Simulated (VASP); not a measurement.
# MgO (Fm-3m) in VASP: settings compared, part 2 of 2

VASP 6.6.1. The steps go on from the part before.

## (3) Relaxation of cell and atoms, RPBE+D3(BJ)

File INCAR:

```
SYSTEM = MgO
ALGO = Normal
EDIFF = 1E-6
EDIFFG = -0.01
ENCUT = 600
GGA = RP
IBRION = 2
ISIF = 3
ISMEAR = -1
IVDW = 12
LASPH = .True.
LCHARG = .False.
LREAL = .False.
LWAVE = .False.
NELM = 80
NSW = 60
PREC = Accurate
SIGMA = 0.05
```

File KPOINTS:

```
k-points
0
Gamma
  11 11 11
  0 0 0
```

File POSCAR:

```
MgO
1.0
    0.0000000000      2.0970013927      2.0970013927
    2.0970013927      0.0000000000      2.0970013927
    2.0970013927      2.0970013927      0.0000000000
Mg O
1 1
Direct
    0.0000000000      0.0000000000      0.0000000000
    0.5000000000      0.5000000000      0.5000000000
```

Potentials or basis: VASP PAW PBE potentials, release 64 (Mg, O).

Launch:

```bash
$ cat potpaw_PBE.64/Mg/POTCAR potpaw_PBE.64/O/POTCAR > POTCAR
$ mpirun -np 1 vasp_std > vasp.out
```

OUTCAR:

```text
SYSTEM = MgO
   EDIFF = 1E-6
   EDIFFG = -0.01
   ENCUT = 600
   GGA = RP
   IBRION = 2
   ISIF = 3
   ISMEAR = -1
   IVDW = 12
   LASPH = .True.
   LREAL = .False.
   NELM = 80
   NSW = 60
   PREC = Accurate
 IVDW          = 12

 ion  position               nearest neighbor table
   1  0.000  0.000  0.000-   2 2.10   2 2.10   2 2.10   2 2.10   2 2.10   2 2.10
   2  0.500  0.500  0.500-   1 2.10   1 2.10   1 2.10   1 2.10   1 2.10   1 2.10

  LATTYP: Found a face centered cubic cell.
 ALAT       =     4.1940027854

  Lattice vectors:

 A1 = (   0.0000000000,   2.0970013927,   2.0970013927)
 A2 = (   2.0970013927,   0.0000000000,   2.0970013927)
 A3 = (   2.0970013927,   2.0970013927,   0.0000000000)

Analysis of symmetry for initial positions (statically):
=====================================================================
 Subroutine PRICEL returns:
 Original cell was already a primitive cell.
[... 251 lines left out ...]

 Free energy of the ion-electron system (eV)
  ---------------------------------------------------
  ext. energy  EPLUGINS =         0.00000000
  ---------------------------------------------------
  free energy    TOTEN  =       -11.00558845 eV

  energy without entropy =      -11.00558845  energy(sigma->0) =      -11.00558845

 E-fermi :   5.1561     XC(G=0): -11.3598

 val. band max:        4.1654222439   @ k =   0.0000   0.0000   0.0000
 cond. band min:      10.0745467389   @ k =   0.0000   0.0000   0.0000
 fundamental gap:      5.9091244950
 Fermi energy:         5.1561023340

 k-point     1 :       0.0000    0.0000    0.0000
  band No.  band energies     occupation
      1     -13.7357      2.00000
      2       4.1654      2.00000
      3       4.1654      2.00000
      4       4.1654      2.00000
      5      10.0745      0.00000
      6      20.6887      0.00000
      7      20.6887      0.00000
      8      20.6887      0.00000
[... 243 lines left out ...]
 k-point    24 :      -0.1818    0.1818    0.0000
  band No.  band energies     occupation
      1     -12.8090      2.00000
      2       1.1056      2.00000
      3       2.9174      2.00000
      4       3.7119      2.00000
      5      13.3731      0.00000
      6      16.8756      0.00000
      7      20.9771      0.00000
      8      23.0657      0.00000

 [... further k-points ...]

------------------------ aborting loop because EDIFF is reached ----------------------------------------

 Edisp (eV)   -2.92459

 E8    (eV) :    -1.7700
[... 25 lines left out ...]
  FREE ENERGIE OF THE ION-ELECTRON SYSTEM (eV)
  ---------------------------------------------------
  free  energy   TOTEN  =       -13.9301739494 eV

  energy  without entropy=      -13.9301739493  energy(sigma->0) =      -13.93017395

 reached required accuracy - stopping structural energy minimisation
```

CONTCAR:

```text
MgO
   1.00000000000000
     0.0000000000000000    2.0342093304947602    2.0342093304947602
     2.0342093304947602    0.0000000000000000    2.0342093304947602
     2.0342093304947602    2.0342093304947602   -0.0000000000000000
  Mg              O
     1     1
Direct
     0.0000000000000000    0.0000000000000000    0.0000000000000000
     0.5000000000000000    0.5000000000000000    0.5000000000000000

  0.00000000E+00  0.00000000E+00  0.00000000E+00
  0.00000000E+00  0.00000000E+00  0.00000000E+00
```

Wall time 9.2 s (1 thread of Intel Xeon 6975P-C (Granite Rapids), shared host); peak memory 0.15 GiB.

Results:

* Free energy: -13.9302 eV
* Relaxed volume: 8.42 Å³/atom
* Relaxed cell: a = 2.877 Å, b = 2.877 Å, c = 2.877 Å, α = 60.00°, β = 60.00°, γ = 60.00°
* Space group after relaxing (to 0.05 Å): Fm-3m (No. 225)
* Energy gained by relaxing: 43.2 meV/atom
* Ionic steps: 3
* Pressure after relaxing: 0.0 GPa
* Band gap on the k mesh: 5.91 eV, direct
* Dispersion energy per atom: -1.462 eV

Step by step:
```
step  energy change (eV)  largest force (eV/Å)  pressure (GPa)  volume (Å³)
   1              0.0000                0.0000          -15.87        18.44
   2             -0.0642                0.0000           10.17        16.11
   3             -0.0863                0.0000           -0.01        16.84
```

Final structure:
```yaml
crystal:
  lattice:
    - [0.00000, 2.03421, 2.03421]
    - [2.03421, 0.00000, 2.03421]
    - [2.03421, 2.03421, 0.00000]
  atoms:
    - { symbol: Mg, position: [0.00000, 0.00000, 0.00000] }
    - { symbol: O, position: [0.50000, 0.50000, 0.50000] }
```

Levels at points of the mesh, in eV from the valence-band top:
| k point | band 1 | band 2 | band 3 | band 4 | band 5 | band 6 | band 7 | band 8 |
| --- | --- | --- | --- | --- | --- | --- | --- | --- |
| (0.00, 0.00, 0.00) | -17.90 | 0.00 | 0.00 | 0.00 | 5.91 | 16.52 | 16.52 | 16.52 |

Caveat: the PAW data sets were made with another functional, which shifts forces and pressure a little. A hybrid or GW would open this gap; RPBE tends to underestimate it.

## (4) Relaxation of cell and atoms, revPBE+D3(BJ)

File INCAR:

```
SYSTEM = MgO
PREC     = Accurate       ! precision mode
ENCUT    = 600            ! plane-wave cutoff, eV
EDIFF    = 1E-6           ! SCF threshold, eV
ISMEAR   = -1             ! smearing method
SIGMA    = 0.05           ! smearing width, eV
LREAL    = .False.        ! projectors in reciprocal space
LASPH    = .True.         ! aspherical terms in the spheres
NELM     = 100            ! most SCF steps
ALGO     = Normal         ! electronic algorithm
ISIF     = 3              ! what is computed and relaxed
LWAVE    = .False.        ! write WAVECAR
LCHARG   = .False.        ! write CHGCAR
GGA      = RE             ! functional
IVDW     = 12             ! dispersion correction
IBRION   = 2              ! ionic algorithm
NSW      = 60             ! ionic steps
EDIFFG   = -0.01          ! ionic threshold
```

File KPOINTS:

```
regular mesh
0
Gamma
  11 11 11
  0 0 0
```

POSCAR is that of step 3.

Launch:

```bash
$ cat potpaw_PBE.64/Mg/POTCAR potpaw_PBE.64/O/POTCAR > POTCAR
$ mpirun -np 1 vasp_std > vasp.out
```

Wall time 7.9 s (1 thread of Intel Xeon 6975P-C (Granite Rapids), shared host); peak memory 0.15 GiB.

It converged, with:

```yaml
Free_energy: -12.4556 eV
Relaxed_volume: 9.17 Å³/atom
Relaxed_cell: a = 2.960 Å, b = 2.960 Å, c = 2.960 Å, α = 60.00°, β = 60.00°, γ = 60.00°
Space_group_after_relaxing_to_0.05_Å: Fm-3m (No. 225)
Energy_gained_by_relaxing: 0.1 meV/atom
Ionic_steps: 3
Pressure_after_relaxing: 0.0 GPa
Band_gap_on_the_k_mesh: 4.99 eV, direct
Dispersion_energy_per_atom: -0.583 eV
```

Step by step:
| step | energy change (eV) | largest force (eV/Å) | pressure (GPa) | volume (Å³) |
| --- | --- | --- | --- | --- |
| 1 | 0.0000 | 0.0000 | -0.85 | 18.44 |
| 2 | -0.0002 | 0.0000 | 0.30 | 18.31 |
| 3 | -0.0003 | 0.0000 | -0.02 | 18.35 |

Final structure:
```
CELL_PARAMETERS angstrom
0.00000 2.09332 2.09332
2.09332 0.00000 2.09332
2.09332 2.09332 0.00000
ATOMIC_POSITIONS crystal
Mg 0.00000 0.00000 0.00000
O 0.50000 0.50000 0.50000
```

Levels at points of the mesh, in eV from the valence-band top:
```tsv
k point	band 2	band 3	band 4	band 5	band 6	band 7
(0.00, 0.00, 0.00)	0.00	0.00	0.00	4.99	16.01	16.01
```

Caveat: the PAW data sets were made with another functional, which shifts forces and pressure a little.

## (5) Single point, LDA

This run uses another cell than the first one, of 8.67 Å³/atom, 0.940 times its volume.

File INCAR:

```
SYSTEM = MgO
PREC     = Accurate       ! precision mode
ENCUT    = 520            ! plane-wave cutoff, eV
EDIFF    = 1E-6           ! SCF threshold, eV
ISMEAR   = -5             ! smearing method
SIGMA    = 0.05           ! smearing width, eV
LREAL    = .FALSE.        ! projectors in reciprocal space
LASPH    = .TRUE.         ! aspherical terms in the spheres
NELM     = 80             ! most SCF steps
ALGO     = Normal         ! electronic algorithm
ISIF     = 2              ! what is computed and relaxed
LWAVE    = .FALSE.        ! write WAVECAR
LCHARG   = .FALSE.        ! write CHGCAR
NBANDS   = 11             ! bands
```

File KPOINTS:

```
regular mesh
0
G
  11 11 11
  0 0 0
```

File POSCAR:

```
MgO
1.0
    0.0000000000      2.0541934342      2.0541934342
    2.0541934342      0.0000000000      2.0541934342
    2.0541934342      2.0541934342      0.0000000000
Mg O
1 1
Direct
    0.0000000000      0.0000000000      0.0000000000
    0.5000000000      0.5000000000      0.5000000000
```

Potentials or basis: VASP PAW LDA potentials, release 64 (Mg, O).

Launch:

```bash
$ cat potpaw_LDA.64/Mg/POTCAR potpaw_LDA.64/O/POTCAR > POTCAR
$ mpirun -np 1 vasp_std > vasp.out
```

Run time: 6.4 s. Hardware: 1 thread of Intel Xeon Platinum 8488C (Sapphire Rapids), shared host; peak memory 0.13 GiB.

The run converged. Its results:

```yaml
Free_energy: -13.4373 eV
Pressure: 5.2 GPa
Band_gap_on_the_k_mesh: 5.42 eV, direct
```

Levels at points of the mesh, in eV from the valence-band top:
```
           k point  band 1  band 2  band 3  band 4  band 5  band 6  band 7  band 8  band 9
(0.00, 0.00, 0.00)  -17.41    0.00    0.00    0.00    5.42   15.93   15.93   15.93   20.15
```

## (6) The runs side by side

| task | level | potentials or basis | cell | cutoff (eV) | smearing | gap on the mesh (eV) | pressure (GPa) | relaxed volume (Å³/atom) |
| --- | --- | --- | --- | --- | --- | --- | --- | --- |
| relaxation of cell and atoms | PBEsol+D4 | VASP PAW PBE potentials, release 64 (Mg, O) | relaxed from a = 2.966 Å, angles 60.0°, 2 atoms | 600 | fermi-dirac 0.05 eV | 4.76 | -0.2 | - |
| relaxation of cell and atoms | RPBE+D3(BJ) | VASP PAW PBE potentials, release 64 (Mg, O) | relaxed from a = 2.966 Å, angles 60.0°, 2 atoms | 600 | fermi-dirac 0.05 eV | 5.91 | 0.0 | 8.42 |
| relaxation of cell and atoms | revPBE+D3(BJ) | VASP PAW PBE potentials, release 64 (Mg, O) | relaxed from a = 2.966 Å, angles 60.0°, 2 atoms | 600 | fermi-dirac 0.05 eV | 4.99 | 0.0 | 9.17 |
| single point | LDA | VASP PAW LDA potentials, release 64 (Mg, O) | a = 2.905 Å, angles 60.0°, 2 atoms | 520 | tetrahedron | 5.42 | 5.2 | - |

Alike in all rows: no spin polarisation; k mesh 11 × 11 × 11.

Caveats: the PAW data sets were made with another functional, which shifts forces and pressure a little (some runs); the relaxation stopped at its first step, so nothing moved (some runs).

Total energies depend on the potentials used, so only differences within one code and one set of settings carry meaning.
